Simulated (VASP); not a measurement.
# Pb2O (Pn-3m) in VASP: a series of runs

The runs below take Pb2O through single point, with PBEsol.

Everything below comes from runs of VASP 6.6.1. Logs are shortened: lines on timing, memory, paths and dates and some standing lists are left out, and cuts for length are marked.

### Step 1. The cell of the first run

Symmetry: Pn-3m, No. 224, cubic system. The conventional cell has a = 4.660 Å, b = 4.660 Å, c = 4.660 Å, α = 90.00°, β = 90.00°, γ = 90.00°. Within 2.7 Å of Pb (site symmetry -3m) lie 2 O at 2.02 Å. O (site symmetry -43m) has 4 Pb at 2.02 Å within 2.7 Å.

### Step 2. Single point, PBEsol

Input file INCAR:

```
SYSTEM = Pb2O
PREC     = Accurate       ! precision mode
ENCUT    = 520            ! plane-wave cutoff, eV
EDIFF    = 1E-6           ! SCF threshold, eV
ISMEAR   = 0              ! smearing method
SIGMA    = 0.1            ! smearing width, eV
LREAL    = .FALSE.        ! projectors in reciprocal space
LASPH    = .TRUE.         ! aspherical terms in the spheres
NELM     = 80             ! most SCF steps
ALGO     = Normal         ! electronic algorithm
ISIF     = 2              ! what is computed and relaxed
LWAVE    = .FALSE.        ! write WAVECAR
LCHARG   = .TRUE.         ! write CHGCAR
GGA      = PS             ! functional
LELF     = .TRUE.         ! ELF
LVHAR    = .TRUE.       
NBANDS   = 43             ! bands
```

Input file KPOINTS:

```
Automatic mesh
0
G
  8 8 8
  0 0 0
```

Input file POSCAR:

```
Pb2O
1.0
    4.6603519250      0.0000000000      0.0000000000
    0.0000000000      4.6603519250      0.0000000000
    0.0000000000      0.0000000000      4.6603519250
Pb O
4 2
Direct
    0.2500000000      0.2500000000      0.2500000000
    0.7500000000      0.7500000000      0.2500000000
    0.2500000000      0.7500000000      0.7500000000
    0.7500000000      0.2500000000      0.7500000000
    0.0000000000      0.0000000000      0.0000000000
    0.5000000000      0.5000000000      0.5000000000
```

Potentials or basis: VASP PAW PBE potentials, release 64 (Pb_d, O).

Command:

```bash
cat potpaw_PBE.64/Pb_d/POTCAR potpaw_PBE.64/O/POTCAR > POTCAR
mpirun -np 1 vasp_std > vasp.out
```

OUTCAR:

```text
SYSTEM = Pb2O
   PREC = Accurate
   ENCUT = 520
   EDIFF = 1E-6
   ISMEAR = 0
   LREAL = .FALSE.
   LASPH = .TRUE.
   NELM = 80
   ISIF = 2
   GGA = PS

 ion  position               nearest neighbor table
   1  0.250  0.250  0.250-   5 2.02   6 2.02   4 3.30   2 3.30   3 3.30   3 3.30   4 3.30   2 3.30
                             3 3.30   3 3.30   2 3.30   4 3.30   4 3.30   2 3.30
   2  0.750  0.750  0.250-   5 2.02   6 2.02   4 3.30   1 3.30   3 3.30   3 3.30   4 3.30   1 3.30
                             4 3.30   4 3.30   1 3.30   3 3.30   3 3.30   1 3.30
   3  0.250  0.750  0.750-   5 2.02   6 2.02   4 3.30   1 3.30   2 3.30   1 3.30   2 3.30   1 3.30
                             4 3.30   1 3.30   2 3.30   4 3.30   2 3.30   4 3.30
   4  0.750  0.250  0.750-   5 2.02   6 2.02   3 3.30   1 3.30   2 3.30   1 3.30   2 3.30   2 3.30
                             3 3.30   2 3.30   1 3.30   3 3.30   1 3.30   3 3.30
   5  0.000  0.000  0.000-   1 2.02   2 2.02   3 2.02   4 2.02
   6  0.500  0.500  0.500-   1 2.02   2 2.02   3 2.02   4 2.02

  LATTYP: Found a simple cubic cell.
 ALAT       =     4.6603519250

  Lattice vectors:

 A1 = (   4.6603519250,   0.0000000000,   0.0000000000)
 A2 = (   0.0000000000,   4.6603519250,   0.0000000000)
 A3 = (   0.0000000000,   0.0000000000,   4.6603519250)

Analysis of symmetry for initial positions (statically):
=====================================================================
 Subroutine PRICEL returns:
 Original cell was already a primitive cell.

 Routine SETGRP: Setting up the symmetry group for a
 simple cubic supercell.

 Subroutine GETGRP returns: Found 48 space group operations
 (whereof 24 operations were pure point group operations)
 out of a pool of 48 trial point group operations.

The static configuration has the point symmetry T_d .
 The point group associated with its full space group is O_h .

Analysis of symmetry for dynamics (positions and initial velocities):
=====================================================================
 Subroutine PRICEL returns:
 Original cell was already a primitive cell.

 Routine SETGRP: Setting up the symmetry group for a
 simple cubic supercell.

 Subroutine GETGRP returns: Found 48 space group operations
 (whereof 24 operations were pure point group operations)
 out of a pool of 48 trial point group operations.

The dynamic configuration has the point symmetry T_d .
 The point group associated with its full space group is O_h .

 Subroutine INISYM returns: Found 48 space group operations
 (whereof 24 operations are pure point group operations),
 and found     1 'primitive' translations

----------------------------------------------------------------------------------------

                                     Primitive cell

  volume of cell :     101.2176

  direct lattice vectors                    reciprocal lattice vectors
     4.660351925  0.000000000  0.000000000     0.214576070  0.000000000  0.000000000
     0.000000000  4.660351925  0.000000000     0.000000000  0.214576070  0.000000000
     0.000000000  0.000000000  4.660351925     0.000000000  0.000000000  0.214576070

  length of vectors
     4.660351925  4.660351925  4.660351925     0.214576070  0.214576070  0.214576070

  position of ions in fractional coordinates (direct lattice)
     0.250000000  0.250000000  0.250000000
     0.750000000  0.750000000  0.250000000
     0.250000000  0.750000000  0.750000000
     0.750000000  0.250000000  0.750000000
     0.000000000  0.000000000  0.000000000
     0.500000000  0.500000000  0.500000000

  ion indices of the primitive-cell ions
   primitive index   ion index
                 1           1
                 2           2
                 3           3
                 4           4
                 5           5
                 6           6

----------------------------------------------------------------------------------------

 KPOINTS: Automatic mesh

Automatic generation of k-mesh.
 Grid dimensions read from file:
 generate k-points for:    8    8    8

 Generating k-lattice:

  Cartesian coordinates                     Fractional coordinates (reciprocal lattice)
     0.026822009  0.000000000  0.000000000     0.125000000  0.000000000  0.000000000
     0.000000000  0.026822009  0.000000000     0.000000000  0.125000000  0.000000000
     0.000000000  0.000000000  0.026822009     0.000000000  0.000000000  0.125000000

  Length of vectors
     0.026822009  0.026822009  0.026822009

  Shift w.r.t. Gamma in fractional coordinates (k-lattice)
     0.000000000  0.000000000  0.000000000

 Subroutine IBZKPT returns following result:
 ===========================================

 Found     35 irreducible k-points:

 Following reciprocal coordinates:
            Coordinates               Weight
  0.000000  0.000000  0.000000      1.000000
  0.125000  0.000000  0.000000      6.000000
  0.250000  0.000000  0.000000      6.000000
  0.375000  0.000000  0.000000      6.000000
  0.500000  0.000000  0.000000      3.000000
  0.125000  0.125000  0.000000     12.000000
[... 16 lines left out ...]
  0.375000  0.375000  0.125000     24.000000
  0.500000  0.375000  0.125000     24.000000
 [... further k-points ...]
   k-points           NKPTS =     35   k-points in BZ     NKDIM =     35   number of bands    NBANDS=     43
   number of dos      NEDOS =    301   number of ions     NIONS =      6
   total plane-waves  NPLWV =  46656
   dimension x,y,z NGX =    36 NGY =   36 NGZ =   36
   dimension x,y,z NGXF=    72 NGYF=   72 NGZF=   72
   ions per type =               4   2
   NGX,Y,Z   is equivalent  to a cutoff of  12.84, 12.84, 12.84 a.u.
   NGXF,Y,Z  is equivalent  to a cutoff of  25.68, 25.68, 25.68 a.u.
 SYSTEM =  Pb2O
   PREC   = accura    normal or accurate (medium, high low for compatibility)
   ISTART =      0    job   : 0-new  1-cont  2-samecut
   ICHARG =      2    charge: 1-file 2-atom 10-const
   ISPIN  =      1    spin polarized calculation?
   LNONCOLLINEAR =      F non collinear calculations
   LSORBIT =      F    spin-orbit coupling
   LASPH  =      T    aspherical Exc in radial PAW
   ENCUT  =  520.0 eV  38.22 Ry    6.18 a.u.   8.67  8.67  8.67*2*pi/ulx,y,z
   NELM   =     80;   NELMIN=  2; NELMDL= -5     # of ELM steps
   EDIFF  = 0.1E-05   stopping-criterion for ELM
   LREAL  =      F    real-space projection
   EDIFFG = 0.1E-04   stopping-criterion for IOM
   NSW    =      0    number of steps for IOM
   IBRION =     -1    ionic relax: 0-MD 1-quasi-New 2-CG
   NFREE  =      0    steps in history (QN), initial steepest desc. (CG)
   ISIF   =      2    stress and relaxation
   ISYM   =      2    0-nonsym 1-usesym 2-fastsym
   POTIM  = 0.5000    time-step for ionic-motion
   TEBEG  =    0.0;   TEEND  =   0.0 temperature during run
   PSTRESS=    0.0 pullay stress
   NELECT =      68.0000    total number of electrons
   NUPDOWN=      -1.0000    fix difference up-down
   EMIN   =  10.00;   EMAX   =-10.00  energy-range for DOS
   EFERMI =   0.00;   METHOD = LEGACY
   ISMEAR =     0;   SIGMA  =   0.10  broadening in eV -4-tet -1-fermi 0-gaus
   EFERMI_NEDOS =   21; number of points for ismear=-14 and -15
   IALGO  =     38    algorithm
   IMIX   =      4    mixing-type and parameters
     AMIX     =   0.40;   BMIX     =  1.00
     AMIX_MAG =   1.60;   BMIX_MAG =  1.00
  volume/ion in A,a.u.               =      16.87       113.84
  Fermi-wavevector in a.u.,A,eV,Ry     =   1.433813  2.709513 27.971114  2.055819
  Thomas-Fermi vector in A             =   2.553290
   LORBIT       =      0    0 simple, 1 ext, 2 COOP (PROOUT), +10 PAW based schemes
   GGA     = PS    functional components
   LHFCALC =     F    Hartree Fock is set to
   AEXX    =    0.0000 exact exchange contribution
   IVDW    =     0    specifies the selected vdW correction
   LEPSILON=     F    determine dielectric tensor
   LRPA    =     F    only Hartree local field effects (RPA)
 non-spin polarized calculation
 Gauss-broadening in eV      SIGMA  =   0.10
  energy-cutoff  :      520.00
  volume of cell :      101.22
 maximum number of plane-waves:      2800
 NGX is ok and might be reduce to    36
   NGX = 17   NGY = 17   NGZ = 17

 number of electron      67.9999991 magnetization

 Free energy of the ion-electron system (eV)
  ---------------------------------------------------
  ext. energy  EPLUGINS =         0.00000000
  ---------------------------------------------------
  free energy    TOTEN  =       -21.64744730 eV

  energy without entropy =      -21.63705898  energy(sigma->0) =      -21.64225314

 E-fermi :  10.1341     XC(G=0): -11.9421

 val. band max:       10.1242430682   @ k =   0.3750   0.1250   0.0000
 cond. band min:      10.2420001508   @ k =   0.5000   0.5000   0.2500
 fundamental gap:      0.1177570825
 Fermi energy:        10.1340952645

 k-point     1 :       0.0000    0.0000    0.0000
  band No.  band energies     occupation
      1     -12.5494      2.00000
      2     -10.5036      2.00000
      3      -7.2374      2.00000
      4      -7.2374      2.00000
      5      -7.2374      2.00000
      6      -6.9403      2.00000
[... 35 lines left out ...]
     42      17.5573      0.00000
     43      17.5573      0.00000

 k-point     2 :       0.1250    0.0000    0.0000
  band No.  band energies     occupation
      1     -12.4950      2.00000
      2     -10.6331      2.00000
      3      -7.2076      2.00000
      4      -7.2076      2.00000
      5      -7.1374      2.00000
      6      -6.9258      2.00000
[... 35 lines left out ...]
     42      17.0451      0.00000
     43      17.9795      0.00000

 k-point     3 :       0.2500    0.0000    0.0000
  band No.  band energies     occupation
      1     -12.3349      2.00000
      2     -10.9543      2.00000
      3      -7.1247      2.00000
      4      -7.1247      2.00000
      5      -6.9460      2.00000
      6      -6.8851      2.00000
[... 919 lines left out ...]
      6      -6.7212      2.00000
[... 35 lines left out ...]
     42      17.4419      0.00000
     43      18.5876      0.00000

 k-point    24 :       0.5000    0.3750    0.1250
  band No.  band energies     occupation
      1     -12.0296      2.00000
      2     -11.3926      2.00000
      3      -7.0262      2.00000
      4      -7.0220      2.00000
      5      -6.7793      2.00000
      6      -6.7098      2.00000
[... 35 lines left out ...]
     42      17.2529      0.00000
     43      19.1133      0.00000

 [... further k-points ...]

------------------------ aborting loop because EDIFF is reached ----------------------------------------

  FORCE on cell =-STRESS in cart. coord.  units (eV):
  Direction    XX          YY          ZZ          XY          YZ          ZX
  --------------------------------------------------------------------------------------
  -------------------------------------------------------------------------------------
  Total       38.0046915     38.0046915     38.0046915     -0.0000000     -0.0000000     -0.0000000
  in kB      601.5775951    601.5775951    601.5775951     -0.0000000     -0.0000000     -0.0000000
  external PRESSURE =     601.5775951 kB  Pullay stress =       0.0000000 kB

 VOLUME and BASIS-vectors are now :
 -----------------------------------------------------------------------------
  energy-cutoff  :      520.00
  volume of cell :      101.22
      direct lattice vectors                 reciprocal lattice vectors
     4.660351925  0.000000000  0.000000000     0.214576070  0.000000000  0.000000000
     0.000000000  4.660351925  0.000000000     0.000000000  0.214576070  0.000000000
     0.000000000  0.000000000  4.660351925     0.000000000  0.000000000  0.214576070

 POSITION                                       TOTAL-FORCE (eV/Angst)
 -----------------------------------------------------------------------------------
      1.16509      1.16509      1.16509        -0.000000     -0.000000     -0.000000
      3.49526      3.49526      1.16509        -0.000000      0.000000      0.000000
      1.16509      3.49526      3.49526        -0.000000      0.000000     -0.000000
      3.49526      1.16509      3.49526         0.000000     -0.000000      0.000000
      0.00000      0.00000      0.00000         0.000000     -0.000000      0.000000
      2.33018      2.33018      2.33018         0.000000     -0.000000      0.000000
 -----------------------------------------------------------------------------------
    total drift:                                0.000000      0.000000      0.000000

  FREE ENERGIE OF THE ION-ELECTRON SYSTEM (eV)
  ---------------------------------------------------
  free  energy   TOTEN  =       -21.6474472974 eV

  energy  without entropy=      -21.6370589775  energy(sigma->0) =      -21.64225314
```

Wall time 90 s (1 thread of AMD EPYC 9R14 (Zen 4), shared host); peak memory 0.24 GiB.

What came out:

| Item | Value |
| --- | --- |
| Free energy | -21.6474 eV |
| Pressure | 60.2 GPa |
| Band gap on the k mesh | zero (bands 34 and 35 overlap by 1.25 eV) |

Levels at points of the mesh, in eV from the Fermi level:
| k point | band 32 | band 33 | band 34 | band 35 | band 36 | band 37 |
| --- | --- | --- | --- | --- | --- | --- |
| (0.00, 0.00, 0.00) | 0.42 | 0.42 | 0.42 | 2.44 | 2.44 | 2.44 |
| (0.50, 0.00, 0.00) | -1.59 | -0.60 | -0.60 | 1.91 | 1.91 | 1.96 |
| (0.50, 0.50, 0.00) | -1.04 | -0.77 | -0.77 | 2.18 | 2.18 | 2.78 |
| (0.50, 0.50, 0.50) | -2.25 | -0.81 | -0.81 | -0.81 | 1.12 | 6.30 |

Caveat: the cell stands under pressure; the PAW data sets were made with another functional, which shifts forces and pressure a little; spin-orbit coupling is left out, which moves the levels of the heavy elements.

### Step 3. Single point, PBEsol

This run uses another cell than the first one, of 19.38 Å³/atom.

Input file INCAR:

```
SYSTEM = Pb2O
PREC     = Accurate       ! precision mode
ENCUT    = 520            ! plane-wave cutoff, eV
EDIFF    = 1E-7           ! SCF threshold, eV
ISMEAR   = 0              ! smearing method
SIGMA    = 0.1            ! smearing width, eV
LREAL    = .False.        ! projectors in reciprocal space
LASPH    = .True.         ! aspherical terms in the spheres
NELM     = 80             ! most SCF steps
ALGO     = Normal         ! electronic algorithm
ISIF     = 2              ! what is computed and relaxed
LWAVE    = .False.        ! write WAVECAR
LCHARG   = .True.         ! write CHGCAR
GGA      = PS             ! functional
LELF     = .True.         ! ELF
LVHAR    = .True.       
NBANDS   = 43             ! bands
```

Input file KPOINTS:

```
regular mesh
0
Gamma
  8 8 8
  0 0 0
```

POSCAR, as its differences from that of step 2:

```diff
@@ -2,5 +2,5 @@
 1.0
-    4.6603519250      0.0000000000      0.0000000000
-    0.0000000000      4.6603519250      0.0000000000
-    0.0000000000      0.0000000000      4.6603519250
+    4.8812501399      0.0000000000      0.0000000000
+    0.0000000000      4.8812501399      0.0000000000
+    0.0000000000      0.0000000000      4.8812501399
 Pb O
```

Potentials or basis: VASP PAW PBE potentials, release 64 (Pb_d, O).

Command:

```bash
cat potpaw_PBE.64/Pb_d/POTCAR potpaw_PBE.64/O/POTCAR > POTCAR
mpirun -np 1 vasp_std > vasp.out
```

It took 2.2 min on 1 thread of AMD EPYC 9R14 (Zen 4), shared host; peak memory 0.25 GiB.

Results (log left out):

```
Free energy            : -25.7601 eV
Pressure               : 30.0 GPa
Band gap on the k mesh : zero (bands 34 and 35 overlap by 0.95 eV)
```

Levels at points of the mesh, in eV from the Fermi level:
| k point | band 32 | band 33 | band 34 | band 35 | band 36 | band 37 |
| --- | --- | --- | --- | --- | --- | --- |
| (0.00, 0.00, 0.00) | 0.13 | 0.13 | 0.13 | 2.48 | 2.48 | 2.48 |
| (0.50, 0.00, 0.00) | -1.11 | -0.66 | -0.66 | 1.70 | 1.70 | 2.10 |
| (0.50, 0.50, 0.00) | -1.01 | -0.41 | -0.41 | 2.24 | 2.24 | 2.34 |
| (0.50, 0.50, 0.50) | -1.58 | -0.73 | -0.73 | -0.73 | 1.39 | 5.90 |

Caveat: the cell stands under pressure; the PAW data sets were made with another functional, which shifts forces and pressure a little; spin-orbit coupling is left out, which moves the levels of the heavy elements.
